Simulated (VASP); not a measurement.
# CuO (Fm-3m) in VASP: notebook

Runs on CuO. Level: PBE. Tasks: single point.

All numbers are computed with VASP 6.6.1; they aren't measurements. Logs are shortened: lines on timing, memory, paths and dates and some standing lists are left out, and cuts for length are marked.

### 1 The cell of the first run

The structure is cubic, space group Fm-3m (No. 225). Conventional cell: a = 4.113 Å, b = 4.113 Å, c = 4.113 Å, α = 90.00°, β = 90.00°, γ = 90.00°. Within 2.7 Å of Cu (site symmetry m-3m) lie 6 O at 2.06 Å. O (site symmetry m-3m) has 6 Cu at 2.06 Å within 2.7 Å.

### 2 Single point, PBE (8.70 Å³/atom)

The input, INCAR:

```
SYSTEM = CuO
PREC = Accurate
ENCUT = 520
EDIFF = 1E-6
ISMEAR = 0
SIGMA = 0.1
LREAL = .FALSE.
LASPH = .TRUE.
NELM = 100
ALGO = Normal
ISIF = 2
LWAVE = .FALSE.
LCHARG = .TRUE.
GGA = PE
LELF = .TRUE.
LVHAR = .TRUE.
NBANDS = 16
```

The input, KPOINTS:

```
regular mesh
0
G
  22 22 22
  0 0 0
```

The input, POSCAR:

```
CuO
1.0
    0.0000000000      2.0563647071      2.0563647071
    2.0563647071      0.0000000000      2.0563647071
    2.0563647071      2.0563647071      0.0000000000
Cu O
1 1
Direct
    0.0000000000      0.0000000000      0.0000000000
    0.5000000000      0.5000000000      0.5000000000
```

Potentials or basis: VASP PAW PBE potentials, release 64 (Cu, O).

On the command line:

```console
> cat potpaw_PBE.64/Cu/POTCAR potpaw_PBE.64/O/POTCAR > POTCAR
> mpirun -np 1 vasp_std > vasp.out
```

OUTCAR:

```text
SYSTEM = CuO
   PREC = Accurate
   ENCUT = 520
   EDIFF = 1E-6
   ISMEAR = 0
   LREAL = .FALSE.
   LASPH = .TRUE.
   NELM = 100
   ISIF = 2
   GGA = PE

 ion  position               nearest neighbor table
   1  0.000  0.000  0.000-   2 2.06   2 2.06   2 2.06   2 2.06   2 2.06   2 2.06
   2  0.500  0.500  0.500-   1 2.06   1 2.06   1 2.06   1 2.06   1 2.06   1 2.06

  LATTYP: Found a face centered cubic cell.
 ALAT       =     4.1127294142

  Lattice vectors:

 A1 = (   0.0000000000,   2.0563647071,   2.0563647071)
 A2 = (   2.0563647071,   0.0000000000,   2.0563647071)
 A3 = (   2.0563647071,   2.0563647071,   0.0000000000)

Analysis of symmetry for initial positions (statically):
=====================================================================
 Subroutine PRICEL returns:
 Original cell was already a primitive cell.

 Routine SETGRP: Setting up the symmetry group for a
 face centered cubic supercell.

 Subroutine GETGRP returns: Found 48 space group operations
 (whereof 48 operations were pure point group operations)
 out of a pool of 48 trial point group operations.

The static configuration has the point symmetry O_h .

Analysis of symmetry for dynamics (positions and initial velocities):
=====================================================================
 Subroutine PRICEL returns:
 Original cell was already a primitive cell.

 Routine SETGRP: Setting up the symmetry group for a
 face centered cubic supercell.

 Subroutine GETGRP returns: Found 48 space group operations
 (whereof 48 operations were pure point group operations)
 out of a pool of 48 trial point group operations.

The dynamic configuration has the point symmetry O_h .

 Subroutine INISYM returns: Found 48 space group operations
 (whereof 48 operations are pure point group operations),
 and found     1 'primitive' translations

----------------------------------------------------------------------------------------

                                     Primitive cell

  volume of cell :      17.3912

  direct lattice vectors                    reciprocal lattice vectors
     0.000000000  2.056364707  2.056364707    -0.243147530  0.243147530  0.243147530
     2.056364707  0.000000000  2.056364707     0.243147530 -0.243147530  0.243147530
     2.056364707  2.056364707  0.000000000     0.243147530  0.243147530 -0.243147530

  length of vectors
     2.908138858  2.908138858  2.908138858     0.421143876  0.421143876  0.421143876

  position of ions in fractional coordinates (direct lattice)
     0.000000000  0.000000000  0.000000000
     0.500000000  0.500000000  0.500000000

  ion indices of the primitive-cell ions
   primitive index   ion index
                 1           1
                 2           2

----------------------------------------------------------------------------------------

 KPOINTS: regular mesh

Automatic generation of k-mesh.
 Grid dimensions read from file:
 generate k-points for:   22   22   22

 Generating k-lattice:

  Cartesian coordinates                     Fractional coordinates (reciprocal lattice)
    -0.011052160  0.011052160  0.011052160     0.045454545  0.000000000  0.000000000
     0.011052160 -0.011052160  0.011052160     0.000000000  0.045454545  0.000000000
     0.011052160  0.011052160 -0.011052160     0.000000000  0.000000000  0.045454545

  Length of vectors
     0.019142903  0.019142903  0.019142903

  Shift w.r.t. Gamma in fractional coordinates (k-lattice)
     0.000000000  0.000000000  0.000000000

 Subroutine IBZKPT returns following result:
 ===========================================

 Found    328 irreducible k-points:

 Following reciprocal coordinates:
            Coordinates               Weight
  0.000000  0.000000  0.000000      1.000000
  0.045455  0.000000  0.000000      8.000000
  0.090909  0.000000  0.000000      8.000000
  0.136364  0.000000  0.000000      8.000000
  0.181818  0.000000  0.000000      8.000000
  0.227273  0.000000  0.000000      8.000000
[... 16 lines left out ...]
  0.500000  0.045455  0.000000     24.000000
 -0.454545  0.045455  0.000000     24.000000
 [... further k-points ...]
   k-points           NKPTS =    328   k-points in BZ     NKDIM =    328   number of bands    NBANDS=     16
   number of dos      NEDOS =    301   number of ions     NIONS =      2
   total plane-waves  NPLWV =  13824
   dimension x,y,z NGX =    24 NGY =   24 NGZ =   24
   dimension x,y,z NGXF=    48 NGYF=   48 NGZF=   48
   ions per type =               1   1
   NGX,Y,Z   is equivalent  to a cutoff of  13.72, 13.72, 13.72 a.u.
   NGXF,Y,Z  is equivalent  to a cutoff of  27.44, 27.44, 27.44 a.u.
 SYSTEM =  CuO
   PREC   = accura    normal or accurate (medium, high low for compatibility)
   ISTART =      0    job   : 0-new  1-cont  2-samecut
   ICHARG =      2    charge: 1-file 2-atom 10-const
   ISPIN  =      1    spin polarized calculation?
   LNONCOLLINEAR =      F non collinear calculations
   LSORBIT =      F    spin-orbit coupling
   LASPH  =      T    aspherical Exc in radial PAW
   ENCUT  =  520.0 eV  38.22 Ry    6.18 a.u.   5.41  5.41  5.41*2*pi/ulx,y,z
   NELM   =    100;   NELMIN=  2; NELMDL= -5     # of ELM steps
   EDIFF  = 0.1E-05   stopping-criterion for ELM
   LREAL  =      F    real-space projection
   EDIFFG = 0.1E-04   stopping-criterion for IOM
   NSW    =      0    number of steps for IOM
   IBRION =     -1    ionic relax: 0-MD 1-quasi-New 2-CG
   NFREE  =      0    steps in history (QN), initial steepest desc. (CG)
   ISIF   =      2    stress and relaxation
   ISYM   =      2    0-nonsym 1-usesym 2-fastsym
   POTIM  = 0.5000    time-step for ionic-motion
   TEBEG  =    0.0;   TEEND  =   0.0 temperature during run
   PSTRESS=    0.0 pullay stress
   NELECT =      17.0000    total number of electrons
   NUPDOWN=      -1.0000    fix difference up-down
   EMIN   =  10.00;   EMAX   =-10.00  energy-range for DOS
   EFERMI =   0.00;   METHOD = LEGACY
   ISMEAR =     0;   SIGMA  =   0.10  broadening in eV -4-tet -1-fermi 0-gaus
   EFERMI_NEDOS =   21; number of points for ismear=-14 and -15
   IALGO  =     38    algorithm
   IMIX   =      4    mixing-type and parameters
     AMIX     =   0.40;   BMIX     =  1.00
     AMIX_MAG =   1.60;   BMIX_MAG =  1.00
  volume/ion in A,a.u.               =       8.70        58.68
  Fermi-wavevector in a.u.,A,eV,Ry     =   1.624729  3.070293 35.915913  2.639745
  Thomas-Fermi vector in A             =   2.717968
   LORBIT       =      0    0 simple, 1 ext, 2 COOP (PROOUT), +10 PAW based schemes
   GGA     = PE    functional components
   LHFCALC =     F    Hartree Fock is set to
   AEXX    =    0.0000 exact exchange contribution
   IVDW    =     0    specifies the selected vdW correction
   LEPSILON=     F    determine dielectric tensor
   LRPA    =     F    only Hartree local field effects (RPA)
 non-spin polarized calculation
 Gauss-broadening in eV      SIGMA  =   0.10
  energy-cutoff  :      520.00
  volume of cell :       17.39
 maximum number of plane-waves:       489
 NGX is ok and might be reduce to    24
   NGX = 11   NGY = 11   NGZ = 11

 number of electron      17.0000003 magnetization

 Free energy of the ion-electron system (eV)
  ---------------------------------------------------
  ext. energy  EPLUGINS =         0.00000000
  ---------------------------------------------------
  free energy    TOTEN  =        -9.42866828 eV

  energy without entropy =       -9.42275340  energy(sigma->0) =       -9.42571084

 E-fermi :   7.4827     XC(G=0): -12.9355

 val. band max:        7.4758966102   @ k =  -0.3636   0.1364   0.0455
 cond. band min:       7.4932430061   @ k =  -0.2273   0.3636   0.1364
 fundamental gap:      0.0173463959
 Fermi energy:         7.4827099096

 k-point     1 :       0.0000    0.0000    0.0000
  band No.  band energies     occupation
      1     -12.9319      2.00000
      2       4.7002      2.00000
      3       4.7002      2.00000
      4       4.7002      2.00000
      5       4.7514      2.00000
      6       4.7514      2.00000
[... 8 lines left out ...]
     15      30.0761      0.00000
     16      30.0761      0.00000

 k-point     2 :       0.0455    0.0000    0.0000
  band No.  band energies     occupation
      1     -12.9061      2.00000
      2       4.3385      2.00000
      3       4.3983      2.00000
      4       4.3983      2.00000
      5       4.7501      2.00000
      6       4.7501      2.00000
[... 8 lines left out ...]
     15      29.8509      0.00000
     16      29.8509      0.00000

 k-point     3 :       0.0909    0.0000    0.0000
  band No.  band energies     occupation
      1     -12.8293      2.00000
      2       3.7843      2.00000
      3       3.9866      2.00000
      4       3.9866      2.00000
      5       4.7888      2.00000
      6       4.7888      2.00000
[... 8 lines left out ...]
     15      29.4737      0.00000
     16      29.4737      0.00000

 k-point     4 :       0.1364    0.0000    0.0000
  band No.  band energies     occupation
      1     -12.7053      2.00000
      2       3.1170      2.00000
      3       3.5908      2.00000
      4       3.5908      2.00000
      5       4.8511      2.00000
      6       4.8511      2.00000
[... 8 lines left out ...]
     15      29.3199      0.00000
     16      29.3199      0.00000
[... 324 lines left out ...]
 k-point    22 :       0.4545    0.0455    0.0000
  band No.  band energies     occupation
      1     -11.4468      2.00000
      2      -0.6879      2.00000
      3       1.9342      2.00000
      4       1.9958      2.00000
      5       5.3788      2.00000
      6       5.4310      2.00000
[... 8 lines left out ...]
     15      32.5635      0.00000
     16      33.8299      0.00000

 k-point    23 :       0.5000    0.0455    0.0000
  band No.  band energies     occupation
      1     -11.3838      2.00000
      2      -0.8265      2.00000
      3       1.9009      2.00000
      4       1.9338      2.00000
      5       5.4201      2.00000
      6       5.4411      2.00000
[... 8 lines left out ...]
     15      33.1516      0.00000
     16      33.9470      0.00000

 k-point    24 :      -0.4545    0.0455    0.0000
  band No.  band energies     occupation
      1     -11.3965      2.00000
      2      -0.7988      2.00000
      3       1.9249      2.00000
      4       1.9278      2.00000
      5       5.4213      2.00000
      6       5.4306      2.00000
[... 8 lines left out ...]
     15      33.3731      0.00000
     16      33.4144      0.00000

 [... further k-points ...]

------------------------ aborting loop because EDIFF is reached ----------------------------------------

  FORCE on cell =-STRESS in cart. coord.  units (eV):
  Direction    XX          YY          ZZ          XY          YZ          ZX
  --------------------------------------------------------------------------------------
  -------------------------------------------------------------------------------------
  Total        2.3167685      2.3167685      2.3167685      0.0000000      0.0000000     -0.0000000
  in kB      213.4336080    213.4336080    213.4336080      0.0000000      0.0000000     -0.0000000
  external PRESSURE =     213.4336080 kB  Pullay stress =       0.0000000 kB

 VOLUME and BASIS-vectors are now :
 -----------------------------------------------------------------------------
  energy-cutoff  :      520.00
  volume of cell :       17.39
      direct lattice vectors                 reciprocal lattice vectors
     0.000000000  2.056364707  2.056364707    -0.243147530  0.243147530  0.243147530
     2.056364707  0.000000000  2.056364707     0.243147530 -0.243147530  0.243147530
     2.056364707  2.056364707  0.000000000     0.243147530  0.243147530 -0.243147530

 POSITION                                       TOTAL-FORCE (eV/Angst)
 -----------------------------------------------------------------------------------
      0.00000      0.00000      0.00000        -0.000000      0.000000      0.000000
      2.05636      2.05636      2.05636         0.000000      0.000000     -0.000000
 -----------------------------------------------------------------------------------
    total drift:                                0.000000     -0.000000     -0.000000

  FREE ENERGIE OF THE ION-ELECTRON SYSTEM (eV)
  ---------------------------------------------------
  free  energy   TOTEN  =        -9.4286682754 eV

  energy  without entropy=       -9.4227533965  energy(sigma->0) =       -9.42571084
```

It took 99 s on 1 thread of Intel Xeon 8259CL, shared host; peak memory 0.21 GiB.

Results:

| Quantity | Value |
| --- | --- |
| Free energy | -9.4287 eV |
| Pressure | 21.3 GPa |
| Band gap on the k mesh | zero (an odd number of electrons rules out a gap without spin polarisation) |

Caveat: the cell stands under pressure; an odd number of electrons without spin polarisation forces a metal; a magnetic or distorted state may lie lower; semilocal functionals often make such compounds metallic where correlation or magnetic order opens a gap, which also shifts bond lengths. With open d or f shells a metallic result of PBE can be an artefact of self-interaction; +U or a hybrid may open a gap.

(Continued in part 2 of 2.)
